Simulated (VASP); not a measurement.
PtSe2, 3 atoms in the cell. The cell holds a slab with vacuum, 3 atoms: a = 3.781 Å, b = 3.726 Å, c = 31.122 Å, α = 90.00°, β = 90.00°, γ = 120.49°. 

```yaml
Program: VASP 6.6.1
Task: single point
Functional: PBE
Dispersion: D3(BJ)
Potentials_or_basis: VASP PAW PBE potentials, release 64 (Se, Pt)
Cutoff: 520 eV
k_mesh: 12 × 12 × 1
Occupations: gaussian, width 0.02 eV
Spin: no spin polarisation
Dipole_correction: yes
Further_INCAR_settings: ALGO = Normal; EDIFF = 1e-06; NBANDS = 18
```

Potentials or basis: VASP PAW PBE potentials, release 64 (Se, Pt).

Run with:

```bash
$ cat potpaw_PBE.64/Se/POTCAR potpaw_PBE.64/Pt/POTCAR > POTCAR
$ mpirun -np 1 vasp_std > vasp.out
```

Hardware: 1 thread of Intel(R) Xeon(R) 6975P-C (Granite Rapids), with other jobs on the host.

Estimate the wall time of this run.

Run time: 3.2 min on 1 thread of Intel(R) Xeon(R) 6975P-C (Granite Rapids) (shared host), peak memory 0.64 GiB. Counts: scf iterations 23, k points 43.
